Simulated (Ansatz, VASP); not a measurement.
# P in VASP and in Ansatz

File INCAR:

```
SYSTEM = P
PREC = Accurate
ENCUT = 520
EDIFF = 1E-8
ISMEAR = -1
SIGMA = 0.03
LREAL = .FALSE.
LASPH = .TRUE.
NELM = 100
ALGO = Normal
ISIF = 2
LWAVE = .FALSE.
LCHARG = .FALSE.
GGA = PE
LEFG = .TRUE.
NBANDS = 8
```

File KPOINTS:

```
regular mesh
0
G
  8 8 8
  0 0 0
```

Contents of POSCAR:

```
P
1.0
    4.1864202522      0.0000000000      0.0000000000
    0.0000000000      4.1864202522      0.0000000000
    0.0000000000      0.0000000000      4.2893882442
P
1
Direct
    0.0000000000      0.0000000000      0.0000000000
```

Input for Ansatz:

```yaml
crystal:
  lattice:
    - [4.1864202522, 0.0, 0.0]
    - [0.0, 4.1864202522, 0.0]
    - [0.0, 0.0, 4.2893882442]
  atoms:
    - { symbol: P, position: [0.0, 0.0, 0.0] }
kpoints:
  mp_grid: { grid: [8, 8, 8] }
scf:
  occupations: { method: fermi_dirac, width: 0.03 }
hamiltonian:
  xc: pbe
  pseudopotentials: { kind: paw }
output:
  forces: true
  stress: true
  eigenvalues: true
  efg: { contact_densities: true }
```

Change from the starting cell: volume scaled by 0.9405, PAW files.

Alike in both runs: task electric field gradients; functional PBE; k mesh 8 × 8 × 8; occupations fermi-dirac, width 0.03 eV; no spin polarisation.

|  | VASP | Ansatz |
| --- | --- | --- |
| version | VASP 6.6.1 | Ansatz 0.2.0 |
| potentials or method | VASP PAW PBE potentials, release 64 (P) | PAW with Ansatz's default frozen-core files, scalar-relativistic |
| plane-wave cutoff (eV) | 520 | 420 |
| valence electrons in the cell | 5 | 5 |

```tsv
	VASP	Ansatz	Ansatz less VASP
pressure (GPa)	-4.1	-4.1	+0.01
traceless stress, the component that is largest in VASP (GPa)	0.27	0.27	0.000
size of Vzz on the site where it differs most (V/Å²)	0.7	0.6	-0.04
```
